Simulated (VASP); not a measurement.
# Li (P6_3/mmc) in VASP: a series of runs, part 3 of 3

VASP 6.6.1. The steps go on from the part before.

### 6 Relaxation of cell and atoms, PBEsol, target pressure 17 GPa, at which the enthalpy is minimised

This run uses another cell than the first one, of 12.02 Å³/atom, 1.003 times its volume.

Contents of INCAR:

```
SYSTEM = Li
ALGO = Normal ; EDIFF = 1E-6
EDIFFG = -0.005 ; ENCUT = 600
GGA = PS ; IBRION = 2
ISIF = 3 ; ISMEAR = -1
LASPH = .True. ; LCHARG = .False.
LREAL = .False. ; LWAVE = .False.
NELM = 60 ; NSW = 60
PREC = Accurate ; PSTRESS = 170.0
SIGMA = 0.08
```

Contents of KPOINTS:

```
k-points
0
Gamma
  17 17 9
  0 0 0
```

Contents of POSCAR:

```
Li
1.0
    2.5782588840      0.0000000000      0.0000000000
   -1.2891294420      2.2328376911      0.0000000000
    0.0000000000      0.0000000000      4.1767793921
Li
2
Direct
    0.3333333333      0.6666666667      0.2500000000
    0.6666666667      0.3333333333      0.7500000000
```

Potentials or basis: VASP PAW PBE potentials, release 64 (Li_sv).

Launch:

```sh
$ cat potpaw_PBE.64/Li_sv/POTCAR > POTCAR
$ mpirun -np 1 vasp_std > vasp.out
```

OUTCAR:

```text
SYSTEM = Li
   EDIFF = 1E-6
   EDIFFG = -0.005
   ENCUT = 600
   GGA = PS
   IBRION = 2
   ISIF = 3
   ISMEAR = -1
   LASPH = .True.
   LREAL = .False.
   NELM = 60
   NSW = 60
   PREC = Accurate
   PSTRESS = 170.0

 ion  position               nearest neighbor table
   1  0.333  0.667  0.250-   2 2.56   2 2.56   2 2.56   2 2.56   2 2.56   2 2.56
   2  0.667  0.333  0.750-   1 2.56   1 2.56   1 2.56   1 2.56   1 2.56   1 2.56

  LATTYP: Found a hexagonal cell.
 ALAT       =     2.5782588840
 C/A-ratio  =     1.6200000000

  Lattice vectors:

 A1 = (   2.5782588840,   0.0000000000,   0.0000000000)
 A2 = (  -1.2891294420,   2.2328376911,   0.0000000000)
 A3 = (   0.0000000000,   0.0000000000,   4.1767793921)

Analysis of symmetry for initial positions (statically):
[... 409 lines left out ...]
  ---------------------------------------------------
  free energy    TOTEN  =        -3.33397178 eV

  energy without entropy =       -3.31477749  energy(sigma->0) =       -3.32437464

 E-fermi :   2.4671     XC(G=0):  -8.4477

 val. band max:        2.4249354985   @ k =   0.2353   0.1765   0.4444
 cond. band min:       2.4922490530   @ k =   0.4706   0.0588   0.2222
 fundamental gap:      0.0673135546
 Fermi energy:         2.4671296692

 k-point     1 :       0.0000    0.0000    0.0000
  band No.  band energies     occupation
      1     -42.7289      2.00000
      2     -42.5992      2.00000
      3      -1.5794      2.00000
      4       2.0930      1.98155
      5       7.6067      0.00000
      6      20.4354      0.00000
      7      20.4354      0.00000
[... 221 lines left out ...]
 k-point    24 :       0.1765    0.1765    0.0000
  band No.  band energies     occupation
      1     -42.6442      2.00000
      2     -42.5643      2.00000
      3       0.1060      2.00000
      4       4.8976      0.00000
      5       7.1828      0.00000
      6      11.3871      0.00000
      7      14.2796      0.00000

 [... further k-points ...]
[... 5 lines left out ...]
  --------------------------------------------------------------------------------------
  -------------------------------------------------------------------------------------
  Total        2.5362380      2.5362380      2.5372660     -0.0000000      0.0000000      0.0000000
  in kB      170.0902678    170.0902679    170.1592106     -0.0000000      0.0000000      0.0000000
  external PRESSURE =       0.1132488 kB  Pullay stress =     170.0000000 kB
[... 21 lines left out ...]
  energy  without entropy=       -3.3147774886  energy(sigma->0) =       -3.32437464

  enthalpy is  TOTEN    =        -0.7990797788 eV   P V=        2.5348920052

 reached required accuracy - stopping structural energy minimisation
```

OSZICAR:

```text
N       E                     dE             d eps       ncg     rms          rms(c)
DAV:   1     0.909291272304E+01    0.90929E+01   -0.37369E+03  2317   0.953E+02
DAV:   2    -0.218157706154E+01   -0.11274E+02   -0.10739E+02  3220   0.733E+01
DAV:   3    -0.328350574410E+01   -0.11019E+01   -0.10936E+01  3087   0.339E+01
[... 43 lines left out ...]
   6 F= -.79906864E+00 E0= -.78943768E+00  d E =-.192340E-03
       N       E                     dE             d eps       ncg     rms          rms(c)
DAV:   1    -0.333393364734E+01    0.66477E-03   -0.13630E-02  2674   0.159E+00    0.822E-02
DAV:   2    -0.333395702638E+01   -0.23379E-04   -0.37676E-05  3297   0.702E-02    0.503E-02
DAV:   3    -0.333397176331E+01   -0.14737E-04   -0.60288E-06  3143   0.290E-02    0.890E-04
DAV:   4    -0.333397178402E+01   -0.20709E-07   -0.89847E-08  1897   0.309E-03
   7 F= -.79907978E+00 E0= -.78948263E+00  d E =-.203480E-03
```

CONTCAR:

```text
Li
   1.00000000000000
     2.5597450249213849    0.0000000000000000    0.0000000000000000
    -1.2798725124606924    2.2168042188576567   -0.0000000000000000
     0.0000000000000000   -0.0000000000000000    4.2101452168018705
  Li
     2
Direct
     0.3333333332999970    0.6666666667000030    0.2500000000000000
     0.6666666667000030    0.3333333332999970    0.7500000000000000

  0.00000000E+00  0.00000000E+00  0.00000000E+00
  0.00000000E+00  0.00000000E+00  0.00000000E+00
```

Run time: 3.9 min. Hardware: 1 thread of AMD EPYC 7R13, shared host; peak memory 0.13 GiB.

Results:

- Free energy: -3.3340 eV
- Relaxed volume: 11.95 Å³/atom
- Relaxed cell: a = 2.560 Å, b = 2.560 Å, c = 4.210 Å, α = 90.00°, β = 90.00°, γ = 120.00°
- Space group after relaxing (to 0.05 Å): P6_3/mmc (No. 194)
- Energy change on relaxing (the enthalpy is what falls): +8.0 meV/atom
- Ionic steps: 7
- Pressure after relaxing: 17.0 GPa
- Band gap on the k mesh: zero (band 3 reaches 4.94 eV, above the bottom of band 4 at -0.08 eV)

Step by step:
```tsv
step	energy change (eV)	largest force (eV/Å)	pressure (GPa)	volume (Å³)
1	0.0000	0.0000	16.64	24.05
2	0.0097	0.0000	16.87	23.95
3	0.0186	0.0000	17.08	23.87
4	0.0183	0.0000	17.07	23.87
5	0.0172	0.0000	17.04	23.88
6	0.0153	0.0000	16.99	23.90
7	0.0160	0.0000	17.01	23.89
```

Final structure:
```
Li
1.0
     2.55975    0.00000    0.00000
    -1.27987    2.21680    0.00000
     0.00000    0.00000    4.21015
Li
2
Direct
  0.33333 0.66667 0.25000
  0.66667 0.33333 0.75000
```

Caveat: the cutoff is under 1.25 times the usual one of these potentials, so pressure, stress and relaxed cells hold a basis-set (Pulay) error; the cell is relaxed towards a set pressure, so the enthalpy falls and the energy may rise; the PAW data sets were made with another functional, which shifts forces and pressure a little.

### 7 Relaxation of cell and atoms, PBEsol, target pressure 17 GPa, at which the enthalpy is minimised

This run uses another cell than the first one: it holds 4 atoms, not 2.

Contents of INCAR:

```
SYSTEM = Li
PREC = Accurate
ENCUT = 600
EDIFF = 1E-7
ISMEAR = -1
SIGMA = 0.08
LREAL = .False.
LASPH = .True.
NELM = 60
ALGO = Normal
ISIF = 3
LWAVE = .False.
LCHARG = .False.
GGA = PS
IBRION = 2
NSW = 60
EDIFFG = -0.005
PSTRESS = 170.0
```

Contents of KPOINTS:

```
regular mesh
0
Gamma
  11 11 7
  0 0 0
```

Contents of POSCAR:

```
Li
1.0
    3.3942623863      0.0000000000      0.0000000000
   -1.6971311931      2.9395174536      0.0000000000
    0.0000000000      0.0000000000      4.8198525885
Li
4
Direct
    0.0000000000      0.0000000000      0.0000000000
    0.0000000000      0.0000000000      0.5000000000
    0.3333333333      0.6666666667      0.2500000000
    0.6666666667      0.3333333333      0.7500000000
```

Launch:

```sh
$ cat potpaw_PBE.64/Li_sv/POTCAR > POTCAR
$ mpirun -np 1 vasp_std > vasp.out
```

It took 13 min on 1 thread of AMD EPYC 7R13, shared host; peak memory 0.15 GiB.

Results (log left out):

* Free energy: -5.9630 eV
* Relaxed volume: 11.30 Å³/atom
* Relaxed cell: a = 2.902 Å, b = 2.902 Å, c = 6.196 Å, α = 90.00°, β = 90.00°, γ = 120.00°
* Space group after relaxing (to 0.05 Å): P6_3/mmc (No. 194)
* Energy change on relaxing (the enthalpy is what falls): -36.2 meV/atom
* Ionic steps: 17
* Pressure after relaxing: 17.1 GPa
* Band gap on the k mesh: zero (band 6 reaches 3.29 eV, above the bottom of band 7 at 1.11 eV)

The path:
| step | energy change (eV) | largest force (eV/Å) | pressure (GPa) | volume (Å³) |
| --- | --- | --- | --- | --- |
| 1 | 0.0000 | 0.0000 | 15.63 | 48.09 |
| 2 | 0.0202 | 0.0000 | 16.31 | 47.36 |
| 3 | 0.1324 | 0.0000 | 18.94 | 45.05 |
| 4 | 0.6500 | 0.0000 | 27.73 | 39.91 |
| 5 | 0.6141 | 0.0000 | 27.47 | 40.01 |
| 6 | 0.5262 | 0.0000 | 26.62 | 40.28 |
| 7 | 0.4655 | 0.0000 | 24.59 | 40.61 |
| 8 | 0.4640 | 0.0000 | 25.05 | 40.56 |
| 9 | 0.3434 | 0.0000 | 23.42 | 41.35 |
| 10 | 0.0211 | 0.0000 | 19.07 | 43.75 |
| 11 | -0.4718 | 0.0000 | 12.32 | 48.78 |
| 12 | -0.1574 | 0.0000 | 16.65 | 45.33 |
| 13 | -0.1470 | 0.0000 | 16.79 | 45.23 |
| 14 | -0.1468 | 0.0000 | 16.83 | 45.22 |
| 15 | -0.1459 | 0.0000 | 16.96 | 45.21 |
| 16 | -0.1420 | 0.0000 | 17.22 | 45.18 |
| 17 | -0.1448 | 0.0000 | 17.06 | 45.20 |

Final structure:
```
CELL_PARAMETERS angstrom
2.90221 0.00000 0.00000
-1.45110 2.51339 0.00000
0.00000 0.00000 6.19627
ATOMIC_POSITIONS crystal
Li 0.00000 0.00000 0.00000
Li 0.00000 0.00000 0.50000
Li 0.33333 0.66667 0.25000
Li 0.66667 0.33333 0.75000
```

Levels at points of the mesh, in eV from the Fermi level:
```tsv
k point	band 3	band 4	band 5	band 6	band 7	band 8	band 9	band 10
(0.00, 0.00, 0.00)	-45.37	-45.23	-4.02	-1.66	-1.63	5.00	9.89	11.83
```

Caveat: the cutoff is under 1.25 times the usual one of these potentials, so pressure, stress and relaxed cells hold a basis-set (Pulay) error; the cell is relaxed towards a set pressure, so the enthalpy falls and the energy may rise; the PAW data sets were made with another functional, which shifts forces and pressure a little.

### 8 The runs side by side

| task | cell | k mesh | cutoff (eV) | gap on the mesh (eV) | pressure (GPa) |
| --- | --- | --- | --- | --- | --- |
| single point | a = 2.564, b = 2.564, c = 4.213 Å, angles 90.0, 90.0, 120.0°, 2 atoms | 17 × 17 × 9 | 520 | none | - |
| single point | a = 2.546, b = 2.546, c = 8.537 Å, angles 90.0, 90.0, 120.0°, 4 atoms | 11 × 11 × 7 | 520 | none | - |
| relaxation of cell and atoms | relaxed to 17 GPa from a = 2.564, b = 2.564, c = 4.213 Å, angles 90.0, 90.0, 120.0°, 2 atoms | 17 × 17 × 9 | 600 | none | 17.0 |
| relaxation of cell and atoms | relaxed to 17 GPa from a = 2.578, b = 2.578, c = 4.177 Å, angles 90.0, 90.0, 120.0°, 2 atoms | 17 × 17 × 9 | 600 | none | 17.0 |
| relaxation of cell and atoms | relaxed to 17 GPa from a = 3.394, b = 3.394, c = 4.820 Å, angles 90.0, 90.0, 120.0°, 4 atoms | 11 × 11 × 7 | 600 | none | 17.1 |

Alike in all rows: level PBEsol; potentials or basis VASP PAW PBE potentials, release 64 (Li_sv); no spin polarisation; smearing fermi-dirac 0.08 eV.

Caveats: the cutoff is under 1.25 times the usual one of these potentials, so pressure, stress and relaxed cells hold a basis-set (Pulay) error; the PAW data sets were made with another functional, which shifts forces and pressure a little; the cell is relaxed towards a set pressure, so the enthalpy falls and the energy may rise (some runs).

Total energies depend on the potentials used, so only differences within one code and one set of settings carry meaning.
